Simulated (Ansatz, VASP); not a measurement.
# Two plane-wave programs on Ru

```
Ru
1.0
     2.51336    0.00000    0.00000
     0.00000    2.51336    0.00000
     0.00000    0.00000    2.51336
Ru
1
Cartesian
  1.2567 1.2567 1.2567
```

Alike in both runs: task single point; functional PBE; k mesh 6 × 6 × 6; occupations gaussian, width 0.1 eV; collinear spin.

|  | VASP | Ansatz |
| --- | --- | --- |
| version | VASP 6.6.1 | Ansatz 0.2.0 |
| potentials or method | VASP PAW PBE potentials, release 64 (Ru_pv), cutoff 520 eV | scalar-relativistic, plane waves, PAW |
| valence electrons in the cell | 14 | 16 |

Ansatz gave:

* gap on the k mesh at the Fermi level (eV): none
* pressure (GPa): 1.3
* net moment per atom (μB): 0.57
* size of the moment on the site where the two differ most (μB): 0.50

Estimate VASP's values.

gap on the k mesh at the Fermi level (eV): none; pressure (GPa): 1.4; net moment per atom (μB): 0.57; size of the moment on the site where the two differ most (μB): 0.54.

Site moments also hang on the region over which each program counts them. A gap of «none» marks a metal or a gap that the smearing closes. VASP's potentials hold 14 valence electrons a cell and Ansatz's 16, so a difference there can come from the potentials and not from the codes.

The k mesh is coarse, so the values compare programs but aren't converged.
